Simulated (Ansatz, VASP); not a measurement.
One calculation of In2P, two programs

```
In P
1.0
     7.01796    0.00000    0.00000
    -3.50898    6.07773    0.00000
     0.00000    0.00000    6.98605
In P
6 3
Direct
  0.36097 0.26488 0.31532
  0.73512 0.09609 0.64865
  0.90391 0.63903 0.98198
  0.26488 0.36097 0.68468
  0.09609 0.73512 0.35135
  0.63903 0.90391 0.01802
  0.52092 0.00000 0.33333
  0.00000 0.52092 0.66667
  0.47908 0.47908 0.00000
```

Alike in both runs: task relaxation of cell and atoms; functional PBE; k mesh 6 × 6 × 6; occupations gaussian, width 0.1 eV; no spin polarisation.

```csv
,VASP,Ansatz
version,VASP 6.6.1,Ansatz 0.2.0
potentials or method,"VASP PAW PBE potentials, release 64 (In_d, P), cutoff 600 eV","scalar-relativistic, plane waves, PAW"
valence electrons in the cell,93,93
```

|  | VASP | Ansatz | Ansatz less VASP |
| --- | --- | --- | --- |
| gap on the k mesh at the Fermi level, each at its own relaxed structure (eV) | none | none | - |
| relaxed volume (Å³/atom) | 33.53 | 33.55 | +0.022 |
| relaxed length of the cell vector where the two differ most in proportion (Å) | 6.968 | 6.963 | -0.0050 |

A gap of «none» marks a metal or a gap that the smearing closes.
